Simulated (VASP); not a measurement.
# SiO2 (Imma) in VASP: a series of runs, part 3 of 3

VASP 6.6.1. The steps go on from the part before.

### 7 Single point, LDA

This run uses another cell than the first one, of 18.55 Å³/atom, 1.180 times its volume.

Contents of INCAR:

```
SYSTEM = SiO2
  PREC = Accurate
  ENCUT = 520
  EDIFF = 1E-6
  ISMEAR = 0
  SIGMA = 0.01
  LREAL = .FALSE.
  LASPH = .TRUE.
  NELM = 80
  ALGO = Normal
  ISIF = 2
  LWAVE = .FALSE.
  LCHARG = .FALSE.
  GGA = CA
  NBANDS = 44
```

Contents of KPOINTS:

```
regular mesh
0
G
  6 6 6
  0 0 0
```

Contents of POSCAR:

```
SiO2
1.0
   -2.6233364600      4.7767535050      4.4416747250
    2.6233364600     -4.7767535050      4.4416747250
    2.6233364600      4.7767535050     -4.4416747250
Si O
4 8
Direct
    0.2603409800      0.8449448900      0.4153960900
    0.0704512000      0.1550551100      0.9153960900
    0.7396590200      0.1550551100      0.5846039100
    0.9295488000      0.8449448900      0.0846039100
    0.5000000000      0.0000000000      0.5000000000
    0.0000000000      0.0000000000      0.0000000000
    0.7931754100      0.0000000000      0.2931754100
    0.2068245900      0.5000000000      0.2068245900
    0.2068245900      0.0000000000      0.7068245900
    0.7931754100      0.5000000000      0.7931754100
    0.8693111300      0.1193111300      0.7500000000
    0.1306888700      0.8806888700      0.2500000000
```

Potentials or basis: VASP PAW LDA potentials, release 64 (Si, O).

Launch:

```console
> cat potpaw_LDA.64/Si/POTCAR potpaw_LDA.64/O/POTCAR > POTCAR
> mpirun -np 1 vasp_std > vasp.out
```

OUTCAR:

```text
SYSTEM = SiO2
   PREC = Accurate
   ENCUT = 520
   EDIFF = 1E-6
   ISMEAR = 0
   LREAL = .FALSE.
   LASPH = .TRUE.
   NELM = 80
   ISIF = 2
   GGA = CA

 ion  position               nearest neighbor table
   1  0.260  0.845  0.415-   5 1.60   8 1.61   9 1.61  12 1.61   2 3.12   2 3.12
   2  0.070  0.155  0.915-   6 1.60   8 1.61   9 1.61  11 1.61   1 3.12   1 3.12
   3  0.740  0.155  0.585-   5 1.60   7 1.61  10 1.61  11 1.61   4 3.12   4 3.12
   4  0.930  0.845  0.085-   6 1.60  10 1.61   7 1.61  12 1.61   3 3.12   3 3.12
   5  0.500  0.000  0.500-   1 1.60   3 1.60
[... 1364 lines left out ...]
 -----------------------------------------------------------------------------
  energy-cutoff  :      520.00
  volume of cell :      222.64
      direct lattice vectors                 reciprocal lattice vectors
    -2.623336460  4.776753505  4.441674725     0.000000000  0.104673603  0.112570152
     2.623336460 -4.776753505  4.441674725     0.190596977  0.000000000  0.112570152
     2.623336460  4.776753505 -4.441674725     0.190596977  0.104673603  0.000000000

 POSITION                                       TOTAL-FORCE (eV/Angst)
 -----------------------------------------------------------------------------------
      2.62334     -0.80826      3.06427         0.000000     -0.043368     -0.025597
      2.62334      3.96849     -3.06427         0.000000     -0.043368      0.025597
      0.00000      5.58502      1.37741         0.000000      0.043368      0.025597
     -0.00000      0.80826      7.50594        -0.000000      0.043368     -0.025597
      0.00000      4.77675      0.00000        -0.000000      0.000000     -0.000000
      0.00000      0.00000      0.00000        -0.000000      0.000000     -0.000000
     -1.31167      5.18923      2.22084         0.000000      0.025966     -0.000000
      1.31167     -0.41248      2.22084        -0.000000     -0.025966     -0.000000
      1.31167      4.36428     -2.22084        -0.000000     -0.025966     -0.000000
      1.31167      5.18923      2.22084         0.000000      0.025966     -0.000000
     -0.00000      7.16513      1.05988        -0.000000      0.000000      0.030237
      2.62334     -2.38838      3.38179         0.000000      0.000000     -0.030237
 -----------------------------------------------------------------------------------
    total drift:                               -0.000000     -0.000000      0.000000

  FREE ENERGIE OF THE ION-ELECTRON SYSTEM (eV)
  ---------------------------------------------------
  free  energy   TOTEN  =      -103.6094690673 eV

  energy  without entropy=     -103.6094690673  energy(sigma->0) =     -103.60946907
```

OSZICAR:

```text
N       E                     dE             d eps       ncg     rms          rms(c)
DAV:   1     0.440313344295E+03    0.44031E+03   -0.30788E+04  4056   0.128E+03
DAV:   2    -0.754232044647E+02   -0.51574E+03   -0.49726E+03  5328   0.305E+02
DAV:   3    -0.117106138080E+03   -0.41683E+02   -0.41477E+02  4960   0.931E+01
DAV:   4    -0.117747947037E+03   -0.64181E+00   -0.64061E+00  5120   0.128E+01
DAV:   5    -0.117761619530E+03   -0.13672E-01   -0.13664E-01  4968   0.180E+00    0.305E+01
DAV:   6    -0.104040795479E+03    0.13721E+02   -0.54492E+01  4688   0.330E+01    0.150E+01
DAV:   7    -0.103775511008E+03    0.26528E+00   -0.15602E+00  4848   0.502E+00    0.523E+00
DAV:   8    -0.103629460161E+03    0.14605E+00   -0.86883E-02  5048   0.171E+00    0.199E+00
DAV:   9    -0.103601454194E+03    0.28006E-01   -0.40101E-02  5128   0.111E+00    0.366E-01
DAV:  10    -0.103607700441E+03   -0.62462E-02   -0.59928E-03  4416   0.362E-01    0.145E-01
DAV:  11    -0.103609141334E+03   -0.14409E-02   -0.33913E-03  4768   0.310E-01    0.786E-02
DAV:  12    -0.103609315026E+03   -0.17369E-03   -0.33054E-04  4792   0.928E-02    0.468E-02
DAV:  13    -0.103609432590E+03   -0.11756E-03   -0.66148E-05  4520   0.388E-02    0.186E-02
DAV:  14    -0.103609466165E+03   -0.33575E-04   -0.12640E-05  4696   0.177E-02    0.834E-03
DAV:  15    -0.103609468486E+03   -0.23206E-05   -0.43472E-06  4560   0.126E-02    0.442E-03
DAV:  16    -0.103609469067E+03   -0.58147E-06   -0.79965E-07  3248   0.514E-03
   1 F= -.10360947E+03 E0= -.10360947E+03  d E =-.159734E-19
```

stdout:

```text
POSCAR found type information on POSCAR SiO
 POSCAR found :  2 types and      12 ions
 scaLAPACK will be used
 LDA part: xc-table for (Slater(with rela. corr.)+CA(PZ))
 , standard interpolation
 POSCAR, INCAR and KPOINTS ok, starting setup
 FFT: planning ... GRIDC
 FFT: planning ... GRID_SOFT
 FFT: planning ... GRID
 WAVECAR not read
 entering main loop
```

Wall time 9.9 min (1 thread of Intel Xeon Platinum 8259CL at 2.50GHz (Skylake/Cascade Lake), shared host); peak memory 0.5 GiB.

What came out:

- Free energy: -103.6095 eV
- Pressure: -0.8 GPa
- Largest force: 0.050 eV/Å
- Band gap on the k mesh: 5.41 eV, direct

Forces in eV/Å, atoms in the order of the input:
```
Si   0.000 -0.043 -0.026
Si   0.000 -0.043  0.026
Si   0.000  0.043  0.026
Si   0.000  0.043 -0.026
O    0.000  0.000  0.000
O    0.000  0.000  0.000
O    0.000  0.026  0.000
O    0.000 -0.026  0.000
O    0.000 -0.026  0.000
O    0.000  0.026  0.000
O    0.000  0.000  0.030
O    0.000  0.000 -0.030
```

### 8 Overview

```tsv
level	potentials or basis	cell	smearing	gap on the mesh (eV)	pressure (GPa)	largest force (eV/Å)
RPBE+D3(BJ)	VASP PAW PBE potentials, release 64 (Si, O)	a = 6.555 Å, angles 132.3, 106.4, 92.5°, 12 atoms	fermi-dirac 0.05 eV	5.49	-0.3	0.04
LDA	VASP PAW LDA potentials, release 64 (Si, O)	a = 7.030 Å, angles 136.2, 94.4, 101.6°, 12 atoms	fermi-dirac 0.05 eV	5.41	-0.8	0.05
LDA	VASP PAW LDA potentials, release 64 (Si, O)	a = 6.998 Å, angles 136.1, 94.8, 101.3°, 12 atoms	fermi-dirac 0.05 eV	5.42	0.4	0.06
PBEsol	VASP PAW PBE potentials, release 64 (Si, O)	a = 7.053 Å, angles 136.2, 94.5, 101.6°, 12 atoms	fermi-dirac 0.05 eV	5.50	0.4	0.05
PBE	VASP PAW PBE potentials, release 64 (Si, O)	a = 7.168 Å, angles 136.2, 94.4, 101.6°, 12 atoms	fermi-dirac 0.05 eV	5.24	-4.0	0.16
LDA	VASP PAW LDA potentials, release 64 (Si, O)	a = 7.030 Å, angles 136.2, 94.4, 101.6°, 12 atoms	gaussian 0.01 eV	5.41	-0.8	0.05
```

Alike in all rows: task single point; no spin polarisation; k mesh 6 × 6 × 6; cutoff (eV) 520.

Caveats: the PAW data sets were made with another functional, which shifts forces and pressure a little (some runs).

Total energies depend on the potentials used, so only differences within one code and one set of settings carry meaning.
